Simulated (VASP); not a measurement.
A run of VASP 6.6.1 is set up as follows.

Contents of INCAR:

```
SYSTEM = Cs
PREC = Accurate
ENCUT = 520
EDIFF = 1E-7
ISMEAR = 0
SIGMA = 0.15
LREAL = .False.
LASPH = .True.
NELM = 100
ALGO = Fast
ISIF = 2
LWAVE = .False.
LCHARG = .True.
GGA = PS
LELF = .True.
LVHAR = .True.
NBANDS = 10
```

File KPOINTS:

```
regular mesh
0
Gamma
  12 12 12
  0 0 0
```

Contents of POSCAR:

```
Cs
1.0
   -3.0225000000      3.0753937500      3.0225000000
    3.0225000000     -3.0753937500      3.0225000000
    3.0225000000      3.0753937500     -3.0225000000
Cs
1
Direct
    0.0000000000      0.0000000000      0.0000000000
```

Potentials or basis: VASP PAW PBE potentials, release 64 (Cs_sv).

Run with:

```console
$ cat potpaw_PBE.64/Cs_sv/POTCAR > POTCAR
$ mpirun -np 1 vasp_std > vasp.out
```

**Question.** What does it give for the pressure?

**Answer.** -0.1 GPa.

**Question.** Predict the band gap on the k mesh.

**Answer.** Zero (an odd number of electrons rules out a gap without spin polarisation).

Caveat: the cell differs from its parent crystal (strain +0.0175 x Voigt [0, 1, 0, 0, 0, 0]); the PAW data sets were made with another functional, which shifts forces and pressure a little; spin-orbit coupling is left out, which moves the levels of the heavy elements.
